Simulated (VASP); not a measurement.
## TiAl: single point with PBEsol

TiAl:

```
CELL_PARAMETERS angstrom
2.70520 0.00000 0.00000
-1.35260 2.34277 0.00000
0.00000 0.00000 4.98870
ATOMIC_POSITIONS crystal
Ti 0.00000 0.00000 0.00000
Al 0.33333 0.66667 0.50000
```

```json
{"Program": "VASP 6.6.1", "Task": "single point", "Functional": "PBEsol", "Potentials or basis": "VASP PAW PBE potentials, release 64 (Ti_sv, Al)", "Cutoff": "520 eV", "k mesh": "18 × 18 × 10", "Occupations": "gaussian, width 0.15 eV", "Spin": "no spin polarisation", "Dipole correction": "no", "Further INCAR settings": "ALGO = Normal; EDIFF = 1e-06; NBANDS = 14"}
```

```
Pressure               : 3.1 GPa
Band gap on the k mesh : zero (an odd number of electrons rules out a gap without spin polarisation)
```

Stress tensor (GPa, compression positive):
```
 11.21   0.00   0.00
  0.00  11.21   0.00
  0.00   0.00 -13.09
```

Levels at points of the mesh, in eV from the Fermi level:
| k point | band 3 | band 4 | band 5 | band 6 | band 7 | band 8 | band 9 | band 10 | band 11 | band 12 |
| --- | --- | --- | --- | --- | --- | --- | --- | --- | --- | --- |
| (0.00, 0.00, 0.00) | -32.06 | -32.06 | -9.56 | -2.97 | -2.87 | 1.29 | 1.29 | 2.55 | 3.20 | 3.20 |
| (0.50, 0.00, 0.00) | -32.57 | -32.28 | -3.78 | -2.64 | -1.87 | -1.47 | 2.42 | 3.69 | 3.79 | 4.60 |
| (0.00, 0.00, 0.50) | -32.06 | -32.06 | -8.92 | -5.72 | -1.26 | 1.30 | 1.30 | 3.17 | 3.17 | 4.89 |
| (0.50, 0.00, 0.50) | -32.57 | -32.28 | -3.71 | -2.67 | -2.17 | 0.68 | 0.92 | 2.02 | 2.34 | 4.60 |

Wall time 110 s on 1 thread of Intel Xeon 8259CL, on a shared host, peak memory 0.22 GiB.

Caveat: the cell stands under pressure; the PAW data sets were made with another functional, which shifts forces and pressure a little.
